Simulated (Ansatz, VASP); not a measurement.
# Two plane-wave programs on ScNb

The input INCAR:

```
SYSTEM = ScNb
ALGO     = Fast           ! electronic algorithm
EDIFF    = 1E-6           ! SCF threshold, eV
ENCUT    = 520            ! plane-wave cutoff, eV
GGA      = PE             ! functional
ISIF     = 2              ! what is computed and relaxed
ISMEAR   = 0              ! smearing method
LASPH    = .True.         ! aspherical terms in the spheres
LCHARG   = .False.        ! write CHGCAR
LREAL    = .False.        ! projectors in reciprocal space
LWAVE    = .False.        ! write WAVECAR
NBANDS   = 19             ! bands
NELM     = 100            ! most SCF steps
PREC     = Accurate       ! precision mode
SIGMA    = 0.1            ! smearing width, eV
```

KPOINTS

```
k-points
0
Gamma
  3 3 2
  0 0 0
```

POSCAR

```
ScNb
1.0
    3.0656443612      0.0000000000      0.0000000000
   -1.5328221806      2.6549258957      0.0000000000
    0.0000000000      0.0000000000      5.0721940000
Sc Nb
1 1
Direct
    0.0000000000      0.0000000000      0.0000000000
    0.3333333333      0.6666666667      0.5000000000
```

Input for Ansatz:

```yaml
crystal:
  lattice:
    - [3.0656443612, 0.0, 0.0]
    - [-1.5328221806, 2.6549258957, 0.0]
    - [0.0, 0.0, 5.072194]
  atoms:
    - { symbol: Sc, position: [0.0, 0.0, 0.0] }
    - { symbol: Nb, position: [0.3333333333, 0.6666666667, 0.5] }
basis:
  ecutwfc: 420
kpoints:
  mp_grid: { grid: [3, 3, 2] }
hamiltonian:
  xc: pbe
scf:
  occupations: { method: gaussian, width: 0.1 }
  mixing: { beta: 0.25 }
  initial_density: { chi_scale: 0, normalization: atom }
  max_iter: 30
  convergence: { dr2_threshold: "1e-9 eV" }
output:
  forces: true
  stress: true
  eigenvalues: true
```

Alike in both runs: task single point; functional PBE; k mesh 3 × 3 × 2; occupations gaussian, width 0.1 eV; no spin polarisation.

|  | VASP | Ansatz |
| --- | --- | --- |
| version | VASP 6.6.1 | Ansatz 0.2.0 |
| potentials or method | VASP PAW PBE potentials, release 64 (Sc_sv, Nb_sv), cutoff 520 eV | scalar-relativistic, plane waves, PAW |
| valence electrons in the cell | 24 | 24 |

```csv
,VASP,Ansatz,Ansatz less VASP
gap on the k mesh at the Fermi level (eV),none,none,-
pressure (GPa),-1.6,-1.6,+0.07
"traceless stress, the component that is largest in VASP (GPa)",-0.84,-0.87,-0.031
```

A gap of «none» marks a metal or a gap that the smearing closes. Ansatz's warnings: stress scf threshold loose.

The k mesh is coarse, so the values compare programs but aren't converged.
